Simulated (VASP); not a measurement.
SnTe:

```
Te Sn
1.0
     0.00000    3.19231    3.19231
     3.19231    0.00000    3.19231
     3.19231    3.19231    0.00000
Te Sn
1 1
Direct
  0.50000 0.50000 0.50000
  0.00000 0.00000 0.00000
```

Base run:

```yaml
Program: VASP 6.6.1
Functional: SVWN5
Potentials_or_basis: VASP PAW PBE potentials, release 64 (Te, Sn_d)
Cutoff: 520 eV
k_mesh: 7 × 7 × 7
Occupations: fermi-dirac, width 0.05 eV
Spin: no spin polarisation
```

Its results: pressure -3.1 GPa.

**Question.** After a change of settings the same cell gave: pressure -0.3 GPa. Which change was it?
A. functional from SVWN5 to PBEsol
B. functional from SVWN5 to revPBE; dispersion from none to D3(BJ)
C. functional from SVWN5 to r2SCAN
D. functional from SVWN5 to RPBE; further incar settings from ALGO = Normal; EDIFF = 1e-06; NBANDS = 17 to ALGO = Normal; EDIFF = 1e-07; NBANDS = 17

**Answer.** C.

Caveats: the PAW data sets were made with another functional, which shifts forces and pressure a little.
